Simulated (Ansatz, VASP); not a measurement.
## One calculation of Ga4TeAs, two programs

INCAR

```
ALGO = Fast
EDIFF = 1E-6
EDIFFG = -0.04
ENCUT = 600
GGA = PE
IBRION = 2
ISIF = 3
ISMEAR = 0
LASPH = True
LCHARG = False
LREAL = False
LWAVE = False
NELM = 60
NSW = 90
PREC = Accurate
SIGMA = 0.1
```

KPOINTS

```
k-points
0
Gamma
  4 4 4
```

Contents of POSCAR:

```
Ga4TeAs
1.0
    4.0895247800      0.0000000000      0.0000000000
    0.0000000000      4.0895247800      0.0000000000
    0.0000000000      0.0000000000      7.1875988700
Ga Te As
4 1 1
Direct
    0.5000000000      0.0000000000      0.0000000000
    0.0000000000      0.5000000000      0.0000000000
    0.0000000000      0.0000000000      0.2737000000
    0.0000000000      0.0000000000      0.7263000000
    0.5000000000      0.5000000000      0.5000000000
    0.0000000000      0.0000000000      0.0000000000
```

Input for Ansatz:

```yaml
crystal:
  lattice:
    - [4.08952478, 0.0, 0.0]
    - [0.0, 4.08952478, 0.0]
    - [0.0, 0.0, 7.18759887]
  atoms:
    - { symbol: Ga, position: [0.5, 0.0, 0.0] }
    - { symbol: Ga, position: [0.0, 0.5, 0.0] }
    - { symbol: Ga, position: [0.0, 0.0, 0.2737] }
    - { symbol: Ga, position: [0.0, 0.0, 0.7263] }
    - { symbol: Te, position: [0.5, 0.5, 0.5] }
    - { symbol: As, position: [0.0, 0.0, 0.0] }
basis:
  ecutwfc: 420
kpoints:
  mp_grid: { grid: [4, 4, 4] }
hamiltonian:
  xc: pbe
scf:
  occupations: { method: gaussian, width: 0.1 }
  lower_state_search: "off"
output:
  forces: true
  stress: true
  eigenvalues: true
relax:
  adjacent_minimum: "off"
  f_tol: 0.04
  max_steps: 70
  cell: { stress_tol: 0.4 }
```

Change from the starting cell: species swapped into the AlTlF4 type (P4/mmm, No. 123).

Alike in both runs: task relaxation of cell and atoms; functional PBE; k mesh 4 × 4 × 4; occupations gaussian, width 0.1 eV; no spin polarisation.

|  | VASP | Ansatz |
| --- | --- | --- |
| version | VASP 6.6.1 | Ansatz 0.2.0 |
| potentials or method | VASP PAW PBE potentials, release 64 (Ga_d, Te, As), cutoff 600 eV | scalar-relativistic, plane waves, PAW |
| valence electrons in the cell | 63 | 83 |

Ansatz gave:

| Property | Result |
| --- | --- |
| gap on the k mesh at the Fermi level, each at its own relaxed structure (eV) | none |
| relaxed volume (Å³/atom) | 33.89 |
| relaxed cell length with the largest relative difference (Å) | 5.151 |

**Question.** Estimate VASP's values.

**Answer.** gap on the k mesh at the Fermi level, each at its own relaxed structure (eV): none; relaxed volume (Å³/atom): 33.81; relaxed cell length with the largest relative difference (Å): 5.142.

A gap of «none» marks a metal or a gap that the smearing closes. VASP's potentials hold 63 valence electrons a cell and Ansatz's 83, so a difference there can come from the potentials and not from the codes.

The k mesh is coarse, so the values compare programs but aren't converged. Spin-orbit coupling is off throughout. Noted on VASP's run: the volume moved by over 15 % at a fixed basis, so the end points are rough.
